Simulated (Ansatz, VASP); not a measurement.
**One calculation of CoO, two programs**

The input INCAR:

```
SYSTEM = CoO
ALGO = Normal
EDIFF = 1E-6
EDIFFG = -0.01
ENCUT = 600
GGA = PE
IBRION = 2
ISIF = 3
ISMEAR = 0
ISPIN = 2
LASPH = .TRUE.
LCHARG = .FALSE.
LMAXMIX = 4
LORBIT = 11
LREAL = .FALSE.
LWAVE = .FALSE.
MAGMOM = 2.74 0.52
NELM = 150
NSW = 100
PREC = Accurate
SIGMA = 0.1
```

The input KPOINTS:

```
k-points
0
G
  16 16 16
  0 0 0
```

The input POSCAR:

```
CoO
1.0
    2.6161540064      0.0000000000      0.0000000000
    0.0000000000      2.6161540064      0.0000000000
    0.0000000000      0.0000000000      2.6161540064
Co O
1 1
Direct
    0.0000000000      0.0000000000      0.0000000000
    0.5000000000      0.5000000000      0.5000000000
```

Input for Ansatz:

```yaml
crystal:
  lattice:
    - [2.6161540064, 0.0, 0.0]
    - [0.0, 2.6161540064, 0.0]
    - [0.0, 0.0, 2.6161540064]
  atoms:
    - { symbol: Co, position: [0.0, 0.0, 0.0], spin: 2.74 }
    - { symbol: O, position: [0.5, 0.5, 0.5], spin: 0.52 }
basis:
  ecutwfc: 420
kpoints:
  mp_grid: { grid: [16, 16, 16] }
hamiltonian:
  xc: pbe
scf:
  occupations: { method: gaussian, width: 0.1 }
output:
  forces: true
  stress: true
  eigenvalues: true
  populations: true
  write_density: true
  write_potential: true
  elf: true
  volumetric_format: npy
magnetization:
  spin_polarized: true
relax:
  adjacent_minimum: "off"
  f_tol: 0.01
  max_steps: 80
  cell: { stress_tol: 0.05 }
```

Alike in both runs: task relaxation of cell and atoms; functional PBE; k mesh 16 × 16 × 16; occupations gaussian, width 0.1 eV; collinear spin.

|  | VASP | Ansatz |
| --- | --- | --- |
| version | VASP 6.6.1 | Ansatz 0.2.0 |
| potentials or method | VASP PAW PBE potentials, release 64 (Co, O), cutoff 600 eV | scalar-relativistic, plane waves, PAW |
| valence electrons in the cell | 15 | 23 |

|  | VASP | Ansatz | Ansatz less VASP |
| --- | --- | --- | --- |
| gap on the k mesh at the Fermi level, each at its own relaxed structure (eV) | none | none | - |
| net moment per atom (μB) | 1.50 | 1.50 | 0.000 |
| size of the moment on the site where the two differ most (μB) | 0.45 | 0.47 | +0.023 |
| relaxed volume (Å³/atom) | 8.92 | 8.95 | +0.037 |
| relaxed cell length with the largest relative difference (Å) | 2.613 | 2.616 | +0.0036 |

Site moments also hang on the region over which each program counts them. A gap of «none» marks a metal or a gap that the smearing closes. VASP's potentials hold 15 valence electrons a cell and Ansatz's 23, so a difference there can come from the potentials and not from the codes.
